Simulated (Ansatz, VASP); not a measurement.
# One calculation of KF, two programs

```
K F
1.0
     0.05347    2.70024    2.70024
     2.70024    0.05347    2.70024
     2.70024    2.70024    0.05347
K F
1 1
Cartesian
  0.0000 0.0000 0.0000
  2.7270 2.7270 2.7270
```

Change from the starting cell: equal xy, yz and zx shear strains of +2 %, crystal datasets.

Alike in both runs: task electric field gradients; functional PBEsol; k mesh 9 × 9 × 9; occupations fermi-dirac, width 0.01 eV; no spin polarisation.

```csv
,VASP,Ansatz
version,VASP 6.6.1,Ansatz 0.2.0
potentials or method,"VASP PAW PBE potentials, release 64 (K_sv, F), cutoff 520 eV","all-electron PAW with datasets made for the crystal, scalar-relativistic"
```

```tsv
	VASP	Ansatz	Ansatz less VASP
gap on the k mesh at the Fermi level (eV)	6.01	6.02	+0.011
pressure (GPa)	-0.7	-0.7	-0.04
traceless stress, the component that is largest in VASP (GPa)	-0.29	-0.29	-0.004
size of Vzz on the site where it differs most (V/Å²)	4.0	4.0	-0.07
```

VASP's potentials were made for PBE, not for PBEsol. Ansatz ran all-electron here, and VASP with PAW potentials.
